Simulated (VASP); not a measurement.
# Nb2Te (R-3m) in VASP: further runs, part 2 of 2

VASP 6.6.1.

## (3) Relaxation of cell and atoms, PBE

This run uses another cell than the first one, of 22.28 Å³/atom, 1.067 times its volume.

File INCAR:

```
  ALGO = Normal
  EDIFF = 1E-6
  EDIFFG = -0.04
  ENCUT = 600
  GGA = PE
  IBRION = 2
  ISIF = 3
  ISMEAR = 0
  LASPH = True
  LCHARG = False
  LREAL = False
  LWAVE = False
  NELM = 100
  NSW = 90
  PREC = Accurate
  SIGMA = 0.1
```

File KPOINTS:

```
k-points
0
Gamma
  6 6 6
```

File POSCAR:

```
Nb2Te
1.0
    1.8556168461      1.0713408856      5.6044375658
   -1.8556168461      1.0713408856      5.6044375658
    0.0000000000     -2.1426817712      5.6044375658
Nb Te
2 1
Direct
    0.7500000000      0.7500000000      0.7500000000
    0.2500000000      0.2500000000      0.2500000000
    0.0000000000      0.0000000000      0.0000000000
```

Potentials or basis: VASP PAW PBE potentials, release 64 (Nb_sv, Te).

Launch:

```bash
cat potpaw_PBE.64/Nb_sv/POTCAR potpaw_PBE.64/Te/POTCAR > POTCAR
mpirun -np 1 vasp_std > vasp.out
```

OUTCAR:

```text
EDIFF = 1E-6
   EDIFFG = -0.04
   ENCUT = 600
   GGA = PE
   IBRION = 2
   ISIF = 3
   ISMEAR = 0
   LASPH = True
   LREAL = False
   NELM = 100
   NSW = 90
   PREC = Accurate

 ion  position               nearest neighbor table
   1  0.750  0.750  0.750-   3 2.56   3 2.56   3 2.56
   2  0.250  0.250  0.250-   3 2.56   3 2.56   3 2.56
   3  0.000  0.000  0.000-   1 2.56   2 2.56   1 2.56   1 2.56   2 2.56   2 2.56

  LATTYP: Found a trigonal (rhomboedric) cell.
 ALAT       =     6.0000671331
 COS(alpha) =     0.8087090651

  Lattice vectors:

 A1 = (   1.8556168461,   1.0713408856,   5.6044375658)
 A2 = (  -1.8556168461,   1.0713408856,   5.6044375658)
 A3 = (   0.0000000000,  -2.1426817712,   5.6044375658)

Analysis of symmetry for initial positions (statically):
=====================================================================
 Subroutine PRICEL returns:
 Original cell was already a primitive cell.

 Routine SETGRP: Setting up the symmetry group for a
 trigonal (rhombohedral) supercell.

 Subroutine GETGRP returns: Found 12 space group operations
 (whereof 12 operations were pure point group operations)
 out of a pool of 12 trial point group operations.

The static configuration has the point symmetry D_3d.

Analysis of symmetry for dynamics (positions and initial velocities):
=====================================================================
 Subroutine PRICEL returns:
 Original cell was already a primitive cell.

 Routine SETGRP: Setting up the symmetry group for a
 trigonal (rhombohedral) supercell.

 Subroutine GETGRP returns: Found 12 space group operations
 (whereof 12 operations were pure point group operations)
 out of a pool of 12 trial point group operations.

The dynamic configuration has the point symmetry D_3d.

 Subroutine INISYM returns: Found 12 space group operations
 (whereof 12 operations are pure point group operations),
 and found     1 'primitive' translations

----------------------------------------------------------------------------------------

[... 131 lines left out ...]
   NGX = 23   NGY = 23   NGZ = 23

--------------------------------------- Ionic step        1  -------------------------------------------

 number of electron      32.0000001 magnetization

 Free energy of the ion-electron system (eV)
  ---------------------------------------------------
  ext. energy  EPLUGINS =         0.00000000
  ---------------------------------------------------
  free energy    TOTEN  =       -20.30196642 eV

  energy without entropy =      -20.28723670  energy(sigma->0) =      -20.29460156

------------------------ aborting loop because EDIFF is reached ----------------------------------------

  FORCE on cell =-STRESS in cart. coord.  units (eV):
  Direction    XX          YY          ZZ          XY          YZ          ZX
  --------------------------------------------------------------------------------------
  -------------------------------------------------------------------------------------
  Total        6.4316396      6.4316396      3.2264259      0.0000000     -0.0000000      0.0000000
  in kB      154.1462675    154.1462675     77.3273287      0.0000000     -0.0000000      0.0000000
  external PRESSURE =     128.5399545 kB  Pullay stress =       0.0000000 kB
[... 92 lines left out ...]
  FREE ENERGIE OF THE ION-ELECTRON SYSTEM (eV)
  ---------------------------------------------------
  free  energy   TOTEN  =       -20.8599748457 eV

  energy  without entropy=      -20.8410763617  energy(sigma->0) =      -20.85052560

 E-fermi :   9.7840     XC(G=0): -11.3166

 val. band max:        9.7791941955   @ k =   0.3333   0.3333   0.1667
 cond. band min:       9.7860124828   @ k =  -0.1667   0.1667   0.0000
 fundamental gap:      0.0068182873
 Fermi energy:         9.7839806753

 k-point     1 :       0.0000    0.0000    0.0000
  band No.  band energies     occupation
      1     -44.9528      2.00000
      2     -44.6589      2.00000
      3     -21.3305      2.00000
      4     -20.9895      2.00000
      5     -20.9895      2.00000
      6     -20.5771      2.00000
[... 541 lines left out ...]
     19      11.8898      0.00000
     20      12.4450      0.00000

 [... further k-points ...]

[... ionic steps 4 to 49 ...]

--------------------------------------- Ionic step       50  -------------------------------------------

 number of electron      32.0000000 magnetization

------------------------ aborting loop because EDIFF is reached ----------------------------------------
[... 69 lines left out ...]
--------------------------------------- Ionic step       52  -------------------------------------------

 number of electron      32.0000000 magnetization

 Free energy of the ion-electron system (eV)
  ---------------------------------------------------
  ext. energy  EPLUGINS =         0.00000000
  ---------------------------------------------------
  free energy    TOTEN  =       -23.10175920 eV

  energy without entropy =      -23.08782272  energy(sigma->0) =      -23.09479096

 E-fermi :  10.6539     XC(G=0): -11.6236

 val. band max:       10.6428361241   @ k =   0.3333   0.3333   0.0000
 cond. band min:      10.6645807075   @ k =   0.3333   0.1667  -0.0000
 fundamental gap:      0.0217445834
 Fermi energy:        10.6538964464

 k-point     1 :       0.0000    0.0000    0.0000
  band No.  band energies     occupation
      1     -44.1439      2.00000
      2     -43.9126      2.00000
      3     -20.5713      2.00000
      4     -20.0908      2.00000
      5     -20.0908      2.00000
      6     -19.8007      2.00000
[... 573 lines left out ...]
  FREE ENERGIE OF THE ION-ELECTRON SYSTEM (eV)
  ---------------------------------------------------
  free  energy   TOTEN  =       -23.1017591966 eV

  energy  without entropy=      -23.0878227199  energy(sigma->0) =      -23.09479096

 reached required accuracy - stopping structural energy minimisation
```

OSZICAR:

```text
N       E                     dE             d eps       ncg     rms          rms(c)
DAV:   1     0.376155924715E+03    0.37616E+03   -0.17950E+04  1280   0.172E+03
DAV:   2     0.141749085517E+02   -0.36198E+03   -0.34984E+03  1468   0.625E+02
DAV:   3    -0.185542241585E+02   -0.32729E+02   -0.31225E+02  2304   0.137E+02
[... 515 lines left out ...]
       N       E                     dE             d eps       ncg     rms          rms(c)
DAV:   1    -0.231016464470E+02    0.47326E-05   -0.19213E-02  1432   0.147E+00    0.285E-02
DAV:   2    -0.231017589924E+02   -0.11255E-03   -0.11910E-03  1580   0.369E-01    0.158E-02
DAV:   3    -0.231017594657E+02   -0.47331E-06   -0.42228E-05  2124   0.598E-02    0.113E-02
DAV:   4    -0.231017591966E+02    0.26912E-06   -0.35288E-06  1412   0.230E-02
  52 F= -.23101759E+02 E0= -.23094791E+02  d E =-.107665E-03
```

It took 42 min on 1 thread of AMD EPYC 9R45 (Zen 5), shared host; peak memory 0.36 GiB.

What came out:

```
Free energy                            : -23.1018 eV
Relaxed volume                         : 20.80 Å³/atom
Relaxed cell                           : a = 6.693 Å, b = 6.693 Å, c = 6.693 Å, α = 29.02°, β = 29.02°, γ = 29.02°
Space group after relaxing (to 0.05 Å) : R-3m (No. 166)
Energy gained by relaxing              : 933.3 meV/atom
Ionic steps                            : 52
Pressure after relaxing                : 0.0 GPa
Largest force after relaxing           : 0.027 eV/Å
Band gap on the k mesh                 : zero (band 16 reaches 11.14 eV, above the bottom of band 17 at 10.46 eV)
```

Forces on the atoms (eV/Å):
```
Nb   0.000  0.000  0.027
Nb   0.000  0.000 -0.027
Te   0.000  0.000  0.000
```

The path:
```
step  energy change (eV)  largest force (eV/Å)  pressure (GPa)  volume (Å³)
   1              0.0000                3.6583           12.85        66.85
   3             -0.5580                1.4482           -5.75        74.82
   5             -0.9731                1.6913           -2.76        70.29
   7             -1.4797                1.9938            7.59        62.95
   9             -1.5412                1.7301           15.70        59.79
  11             -1.6492                0.2066           16.47        59.70
  13             -1.9567                0.2331            4.83        64.41
  15             -1.9978                0.2821           -0.60        67.44
  17             -1.9981                0.2734            0.05        67.03
  19             -2.0026                0.1307            0.15        67.02
  21             -2.0030                0.6004            0.66        66.96
  23             -2.0089                0.2482            0.33        67.03
  25             -2.0271                0.4502           -0.34        67.37
  27             -2.1517                1.4616           -2.86        68.48
  29             -2.2346                2.6475           -4.84        69.53
  31             -2.2370                2.6522           -4.93        69.58
  33             -2.2439                2.6092           -5.30        69.80
  35             -2.2450                2.6010           -5.47        69.92
  37             -2.2664                2.5503           -5.40        69.75
  39             -2.3580                2.3225           -5.09        68.99
  41             -2.6418                1.3895           -3.28        66.00
  43             -2.7938                0.1314            1.27        61.98
  45             -2.7973                0.1108           -0.89        62.92
  47             -2.7986                0.0399           -0.20        62.60
  49             -2.7991                0.0603            0.14        62.28
  51             -2.7997                0.0519            0.00        62.41
  52             -2.7998                0.0271            0.04        62.40
```

Final structure:
```xyz
3
Lattice="1.6767 0.9681 6.4071 -1.6767 0.9681 6.4071 0.0000 -1.9361 6.4071" Properties=species:S:1:pos:R:3 pbc="T T T"
Nb    0.0000    0.0000   15.0391
Nb    0.0000    0.0000    4.1822
Te    0.0000    0.0000    0.0000
```

Caveat: spin-orbit coupling is left out, which moves the levels of the heavy elements.
